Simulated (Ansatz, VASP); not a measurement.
**One calculation of AlN, two programs**

```
Al N
1.0
     3.26655    0.00000    0.00000
    -1.63328    2.82892    0.00000
     0.00000    0.00000    4.72910
Al N
2 2
Direct
  0.33333 0.66667 0.00000
  0.66667 0.33333 0.50000
  0.33333 0.66667 0.38500
  0.66667 0.33333 0.88500
```

Change from the starting cell: strain +0.050 along x and y, -0.050 along z, atoms carried along.

Alike in both runs: task single point; functional PBE; k mesh 9 × 9 × 6; occupations gaussian, width 0.05 eV; no spin polarisation.

|  | VASP | Ansatz |
| --- | --- | --- |
| version | VASP 6.6.1 | Ansatz 0.2.0 |
| potentials or method | VASP PAW PBE potentials, release 64 (Al, N), cutoff 520 eV | scalar-relativistic, plane waves, PAW |
| valence electrons in the cell | 16 | 16 |

```csv
,VASP,Ansatz,Ansatz less VASP
gap on the k mesh at the Fermi level (eV),3.52,3.51,-0.004
least direct gap on the mesh (eV),3.52,3.51,-0.004
pressure (GPa),-4.0,-3.8,+0.24
"traceless stress, the component that is largest in VASP (GPa)",23.35,23.13,-0.215
rms of the force components (eV/Å),0.684,0.681,-0.0032
```

Atom by atom the forces differ by 0.003 eV/Å (rms over components). The functional is the same, so the differences come from potentials, cutoffs and numerics.
